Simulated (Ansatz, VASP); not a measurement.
**Al2Cu in VASP and in Ansatz**

```
Al Cu
1.0
    -3.11697    3.11697    2.51487
     3.11697   -3.11697    2.51487
     3.11697    3.11697   -2.51487
Al Cu
4 2
Direct
  0.15872 0.65872 0.81744
  0.65872 0.84128 0.50000
  0.84128 0.34128 0.18256
  0.34128 0.15872 0.50000
  0.75000 0.75000 0.00000
  0.25000 0.25000 0.00000
```

Change from the starting cell: strain +0.030 along x and y, +0.030 along z, atoms carried along.

Alike in both runs: task single point; functional PBE; k mesh 12 × 12 × 12; occupations gaussian, width 0.15 eV; no spin polarisation.

|  | VASP | Ansatz |
| --- | --- | --- |
| version | VASP 6.6.1 | Ansatz 0.2.0 |
| potentials or method | VASP PAW PBE potentials, release 64 (Al, Cu), cutoff 520 eV | scalar-relativistic, plane waves, PAW |
| valence electrons in the cell | 34 | 50 |

Ansatz gave:

| Item | Value |
| --- | --- |
| gap on the k mesh at the Fermi level (eV) | none |
| pressure (GPa) | -7.2 |
| rms of the force components (eV/Å) | 0.011 |

Q: What did VASP give for the same quantities?

A: gap on the k mesh at the Fermi level (eV): none; pressure (GPa): -7.1; rms of the force components (eV/Å): 0.009.

Atom by atom the forces differ by 0.002 eV/Å (rms over components). A gap of «none» marks a metal or a gap that the smearing closes. VASP's potentials hold 34 valence electrons a cell and Ansatz's 50, so a difference there can come from the potentials and not from the codes.
